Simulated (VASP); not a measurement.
# NaI (zincblende type) in VASP: notebook

Aim: see how the results for NaI (zincblende type) move with the level of theory and the settings. Levels: r2SCAN, PBE. Tasks: electric field gradients.

All numbers are computed with VASP 6.6.1; they aren't measurements. Logs are shortened: lines on timing, memory, paths and dates and some standing lists are left out, and cuts for length are marked.

### 1 The cell of the first run

Symmetry: F-43m, No. 216, cubic system. Conventional cell: a = 7.163 Å, b = 7.163 Å, c = 7.163 Å, α = 90.00°, β = 90.00°, γ = 90.00°. Within 4.1 Å of Na (site symmetry -43m) lie 4 I at 3.10 Å. Within 4.1 Å of I (site symmetry -43m) lie 4 Na at 3.10 Å.

### 2 Electric field gradients, r2SCAN

File POSCAR:

```
NaI
1.0
    0.0000000000      3.5813786338      3.5813786338
    3.5813786338      0.0000000000      3.5813786338
    3.5813786338      3.5813786338      0.0000000000
Na I
1 1
Direct
    0.0000000000      0.0000000000      0.0000000000
    0.2500000000      0.2500000000      0.2500000000
```

File INCAR.step1:

```
PREC = Accurate
ENCUT = 520
ISMEAR = -1
SIGMA = 0.05
LREAL = F
LASPH = T
NELM = 100
NBANDS = 14
GGA = PE
ALGO = Normal
EDIFF = 1E-4
LWAVE = T
LCHARG = F
```

File INCAR.step2:

```
PREC = Accurate
ENCUT = 520
EDIFF = 1E-8
ISMEAR = -1
SIGMA = 0.05
LREAL = F
LASPH = T
NELM = 100
ALGO = Normal
ISIF = 2
LWAVE = F
LCHARG = F
METAGGA = R2SCAN
LMIXTAU = T
LEFG = T
NBANDS = 14
ISTART = 1
```

File KPOINTS:

```
regular mesh
0
Gamma
  10 10 10
```

Potentials or basis: VASP PAW PBE potentials, release 64 (Na_pv, I).

The run is started by

```
$ cat potpaw_PBE.64/Na_pv/POTCAR potpaw_PBE.64/I/POTCAR > POTCAR
$ cp INCAR.step1 INCAR
$ mpirun -np 1 vasp_std > vasp.out
$ cp INCAR.step2 INCAR
$ mpirun -np 1 vasp_std > vasp.out
```

OUTCAR:

```text
PREC = Accurate
   ENCUT = 520
   EDIFF = 1E-8
   ISMEAR = -1
   LREAL = F
   LASPH = T
   NELM = 100
   ISIF = 2
   METAGGA = R2SCAN
   ISTART = 1

 ion  position               nearest neighbor table
   1  0.000  0.000  0.000-   2 3.10   2 3.10   2 3.10   2 3.10
   2  0.250  0.250  0.250-   1 3.10   1 3.10   1 3.10   1 3.10

  LATTYP: Found a face centered cubic cell.
 ALAT       =     7.1627572676

  Lattice vectors:

 A1 = (   0.0000000000,   3.5813786338,   3.5813786338)
 A2 = (   3.5813786338,   0.0000000000,   3.5813786338)
 A3 = (   3.5813786338,   3.5813786338,   0.0000000000)

Analysis of symmetry for initial positions (statically):
=====================================================================
 Subroutine PRICEL returns:
 Original cell was already a primitive cell.

 Routine SETGRP: Setting up the symmetry group for a
 face centered cubic supercell.

 Subroutine GETGRP returns: Found 24 space group operations
 (whereof 24 operations were pure point group operations)
 out of a pool of 48 trial point group operations.

The static configuration has the point symmetry T_d .

Analysis of symmetry for dynamics (positions and initial velocities):
=====================================================================
 Subroutine PRICEL returns:
 Original cell was already a primitive cell.

 Routine SETGRP: Setting up the symmetry group for a
 face centered cubic supercell.

 Subroutine GETGRP returns: Found 24 space group operations
 (whereof 24 operations were pure point group operations)
 out of a pool of 48 trial point group operations.

The dynamic configuration has the point symmetry T_d .

 Subroutine INISYM returns: Found 24 space group operations
 (whereof 24 operations are pure point group operations),
 and found     1 'primitive' translations

----------------------------------------------------------------------------------------

                                     Primitive cell

  volume of cell :      91.8715

  direct lattice vectors                    reciprocal lattice vectors
     0.000000000  3.581378634  3.581378634    -0.139611041  0.139611041  0.139611041
     3.581378634  0.000000000  3.581378634     0.139611041 -0.139611041  0.139611041
     3.581378634  3.581378634  0.000000000     0.139611041  0.139611041 -0.139611041

  length of vectors
     5.064834236  5.064834236  5.064834236     0.241813417  0.241813417  0.241813417

  position of ions in fractional coordinates (direct lattice)
     0.000000000  0.000000000  0.000000000
     0.250000000  0.250000000  0.250000000

  ion indices of the primitive-cell ions
   primitive index   ion index
                 1           1
                 2           2

----------------------------------------------------------------------------------------

 KPOINTS: regular mesh

Automatic generation of k-mesh.
 Grid dimensions read from file:
 generate k-points for:   10   10   10

 Generating k-lattice:

  Cartesian coordinates                     Fractional coordinates (reciprocal lattice)
    -0.013961104  0.013961104  0.013961104     0.100000000  0.000000000  0.000000000
     0.013961104 -0.013961104  0.013961104     0.000000000  0.100000000  0.000000000
     0.013961104  0.013961104 -0.013961104     0.000000000  0.000000000  0.100000000

  Length of vectors
     0.024181342  0.024181342  0.024181342

  Shift w.r.t. Gamma in fractional coordinates (k-lattice)
     0.000000000  0.000000000  0.000000000

 Subroutine IBZKPT returns following result:
 ===========================================

 Found     47 irreducible k-points:

 Following reciprocal coordinates:
            Coordinates               Weight
  0.000000  0.000000  0.000000      1.000000
  0.100000  0.000000  0.000000      8.000000
  0.200000  0.000000  0.000000      8.000000
  0.300000  0.000000  0.000000      8.000000
  0.400000  0.000000  0.000000      8.000000
  0.500000  0.000000  0.000000      4.000000
[... 16 lines left out ...]
  0.300000  0.300000  0.000000      6.000000
  0.400000  0.300000  0.000000     24.000000
 [... further k-points ...]
   k-points           NKPTS =     47   k-points in BZ     NKDIM =     47   number of bands    NBANDS=     14
   number of dos      NEDOS =    301   number of ions     NIONS =      2
   total plane-waves  NPLWV =  64000
   dimension x,y,z NGX =    40 NGY =   40 NGZ =   40
   dimension x,y,z NGXF=    80 NGYF=   80 NGZF=   80
   ions per type =               1   1
   NGX,Y,Z   is equivalent  to a cutoff of  13.13, 13.13, 13.13 a.u.
   NGXF,Y,Z  is equivalent  to a cutoff of  26.26, 26.26, 26.26 a.u.
 SYSTEM =  unknown system
   PREC   = accura    normal or accurate (medium, high low for compatibility)
   ISTART =      1    job   : 0-new  1-cont  2-samecut
   ICHARG =      0    charge: 1-file 2-atom 10-const
   ISPIN  =      1    spin polarized calculation?
   LNONCOLLINEAR =      F non collinear calculations
   LSORBIT =      F    spin-orbit coupling
   LASPH  =      T    aspherical Exc in radial PAW
   ENCUT  =  520.0 eV  38.22 Ry    6.18 a.u.   9.42  9.42  9.42*2*pi/ulx,y,z
   NELM   =    100;   NELMIN=  2; NELMDL=  0     # of ELM steps
   EDIFF  = 0.1E-07   stopping-criterion for ELM
   LREAL  =      F    real-space projection
   EDIFFG = 0.1E-06   stopping-criterion for IOM
   NSW    =      0    number of steps for IOM
   IBRION =     -1    ionic relax: 0-MD 1-quasi-New 2-CG
   NFREE  =      0    steps in history (QN), initial steepest desc. (CG)
   ISIF   =      2    stress and relaxation
   ISYM   =      2    0-nonsym 1-usesym 2-fastsym
   POTIM  = 0.5000    time-step for ionic-motion
   TEBEG  =    0.0;   TEEND  =   0.0 temperature during run
   PSTRESS=    0.0 pullay stress
   NELECT =      14.0000    total number of electrons
   NUPDOWN=      -1.0000    fix difference up-down
   EMIN   =  10.00;   EMAX   =-10.00  energy-range for DOS
   EFERMI =   0.00;   METHOD = LEGACY
   ISMEAR =    -1;   SIGMA  =   0.05  broadening in eV -4-tet -1-fermi 0-gaus
   EFERMI_NEDOS =   21; number of points for ismear=-14 and -15
   IALGO  =     38    algorithm
   IMIX   =      4    mixing-type and parameters
     AMIX     =   0.40;   BMIX     =  1.00
     AMIX_MAG =   1.60;   BMIX_MAG =  1.00
  volume/ion in A,a.u.               =      45.94       309.99
  Fermi-wavevector in a.u.,A,eV,Ry     =   0.874428  1.652429 10.403340  0.764624
  Thomas-Fermi vector in A             =   1.993957
   LORBIT       =      0    0 simple, 1 ext, 2 COOP (PROOUT), +10 PAW based schemes
   METAGGA = R2SCAN    functional components
   LHFCALC =     F    Hartree Fock is set to
   AEXX    =    0.0000 exact exchange contribution
   IVDW    =     0    specifies the selected vdW correction
   LEPSILON=     F    determine dielectric tensor
   LRPA    =     F    only Hartree local field effects (RPA)
 non-spin polarized calculation
  energy-cutoff  :      520.00
  volume of cell :       91.87
 maximum number of plane-waves:      2501
 NGX is ok and might be reduce to    40
   NGX = 19   NGY = 19   NGZ = 19

 number of electron      13.9999995 magnetization

 Free energy of the ion-electron system (eV)
  ---------------------------------------------------
  ext. energy  EPLUGINS =         0.00000000
  ---------------------------------------------------
  free energy    TOTEN  =       -30.91325977 eV

  energy without entropy =      -30.91325977  energy(sigma->0) =      -30.91325977

 E-fermi :  -0.4403     XC(G=0):  -6.6782

 val. band max:       -1.6087861861   @ k =   0.0000   0.0000   0.0000
 cond. band min:       2.7614090597   @ k =   0.0000   0.0000   0.0000
 fundamental gap:      4.3701952458
 Fermi energy:        -0.4402745159

 k-point     1 :       0.0000    0.0000    0.0000
  band No.  band energies     occupation
      1     -24.5525      2.00000
      2     -24.5522      2.00000
      3     -24.5522      2.00000
      4     -12.3027      2.00000
      5      -1.6088      2.00000
      6      -1.6088      2.00000
      7      -1.6088      2.00000
      8       2.7614      0.00000
      9       6.9043      0.00000
     10       6.9043      0.00000
     11       6.9045      0.00000
     12       8.5995      0.00000
     13       8.5995      0.00000
     14      10.1208      0.00000

 k-point     2 :       0.1000    0.0000    0.0000
  band No.  band energies     occupation
      1     -24.5526      2.00000
      2     -24.5524      2.00000
      3     -24.5522      2.00000
      4     -12.2912      2.00000
      5      -1.7517      2.00000
      6      -1.6213      2.00000
      7      -1.6213      2.00000
      8       2.9843      0.00000
      9       6.7388      0.00000
     10       6.9781      0.00000
     11       6.9783      0.00000
     12       8.3662      0.00000
     13       8.3662      0.00000
     14      10.0331      0.00000

 k-point     3 :       0.2000    0.0000    0.0000
  band No.  band energies     occupation
      1     -24.5530      2.00000
      2     -24.5526      2.00000
      3     -24.5523      2.00000
      4     -12.2608      2.00000
      5      -2.0801      2.00000
      6      -1.6534      2.00000
      7      -1.6534      2.00000
      8       3.5150      0.00000
      9       6.4507      0.00000
     10       7.0442      0.00000
     11       7.0444      0.00000
     12       8.2070      0.00000
     13       8.2070      0.00000
     14       9.4850      0.00000
[... 324 lines left out ...]
 k-point    23 :       0.3000    0.3000    0.0000
  band No.  band energies     occupation
      1     -24.5539      2.00000
      2     -24.5528      2.00000
      3     -24.5526      2.00000
      4     -12.1963      2.00000
      5      -2.3815      2.00000
      6      -1.8630      2.00000
      7      -1.8630      2.00000
      8       4.2134      0.00000
      9       5.6251      0.00000
     10       6.6348      0.00000
     11       8.0972      0.00000
     12       8.0974      0.00000
     13       9.5220      0.00000
     14      11.9082      0.00000

 k-point    24 :       0.4000    0.3000    0.0000
  band No.  band energies     occupation
      1     -24.5542      2.00000
      2     -24.5529      2.00000
      3     -24.5527      2.00000
      4     -12.1715      2.00000
      5      -2.5068      2.00000
      6      -1.9465      2.00000
      7      -1.9021      2.00000
      8       4.3048      0.00000
      9       5.5447      0.00000
     10       6.7470      0.00000
     11       8.1980      0.00000
     12       8.6381      0.00000
     13      10.0744      0.00000
     14      11.1707      0.00000

 [... further k-points ...]
[... 5 lines left out ...]
  --------------------------------------------------------------------------------------
  -------------------------------------------------------------------------------------
  Total       -0.2208834     -0.2208834     -0.2208834      0.0000000      0.0000000     -0.0000000
  in kB       -3.8520593     -3.8520593     -3.8520593      0.0000000      0.0000000     -0.0000000
  external PRESSURE =      -3.8520593 kB  Pullay stress =       0.0000000 kB

 VOLUME and BASIS-vectors are now :
 -----------------------------------------------------------------------------
  energy-cutoff  :      520.00
  volume of cell :       91.87
      direct lattice vectors                 reciprocal lattice vectors
     0.000000000  3.581378634  3.581378634    -0.139611041  0.139611041  0.139611041
     3.581378634  0.000000000  3.581378634     0.139611041 -0.139611041  0.139611041
     3.581378634  3.581378634  0.000000000     0.139611041  0.139611041 -0.139611041

 POSITION                                       TOTAL-FORCE (eV/Angst)
 -----------------------------------------------------------------------------------
      0.00000      0.00000      0.00000        -0.000000     -0.000000     -0.000000
      1.79069      1.79069      1.79069         0.000000      0.000000      0.000000
 -----------------------------------------------------------------------------------
    total drift:                               -0.000009     -0.000009     -0.000009

  FREE ENERGIE OF THE ION-ELECTRON SYSTEM (eV)
  ---------------------------------------------------
  free  energy   TOTEN  =       -30.9132597672 eV

  energy  without entropy=      -30.9132597672  energy(sigma->0) =      -30.91325977

 Electric field gradients (V/A^2)
---------------------------------------------------------------------
 ion       V_xx      V_yy      V_zz      V_xy      V_xz      V_yz
---------------------------------------------------------------------
   1      -0.000    -0.000    -0.000     0.004     0.004     0.004
   2      -0.000     0.000     0.000    -0.000    -0.000    -0.000
---------------------------------------------------------------------

 Electric field gradients after diagonalization (V/A^2)
 (convention: |V_zz| > |V_xx| > |V_yy|)
----------------------------------------------------------------------
 ion       V_xx      V_yy      V_zz     asymmetry (V_yy - V_xx)/ V_zz
----------------------------------------------------------------------
   1      -0.004    -0.004     0.007       0.000
   2       0.000     0.000    -0.000       0.000
----------------------------------------------------------------------

           NMR quadrupolar parameters

 Cq : quadrupolar parameter    Cq=e*Q*V_zz/h
 eta: asymmetry parameters     (V_yy - V_xx)/ V_zz
 Q  : nuclear electric quadrupole moment in mb (millibarn)
----------------------------------------------------------------------
 ion       Cq(MHz)       eta       Q (mb)
----------------------------------------------------------------------
   1       0.000       0.000       1.000
   2      -0.000       0.000       1.000
----------------------------------------------------------------------
```

Wall time 3.7 min (1 thread of Intel Xeon Platinum 8488C (Sapphire Rapids), shared host); peak memory 0.28 GiB.

Results:

```yaml
Free_energy: -30.9133 eV
Pressure: -0.4 GPa
Band_gap_on_the_k_mesh: 4.37 eV, direct
```

Caveat: without QUAD_EFG the Cq values of the log hold for a quadrupole moment of 1 mb, not for the nuclei; the PAW data sets were made with another functional, which shifts forces and pressure a little; spin-orbit coupling is left out, which moves the levels of the heavy elements. r2SCAN opens gaps a little over a GGA but as a rule still falls short of measured ones.

(Part 1 of 2 ends here.)
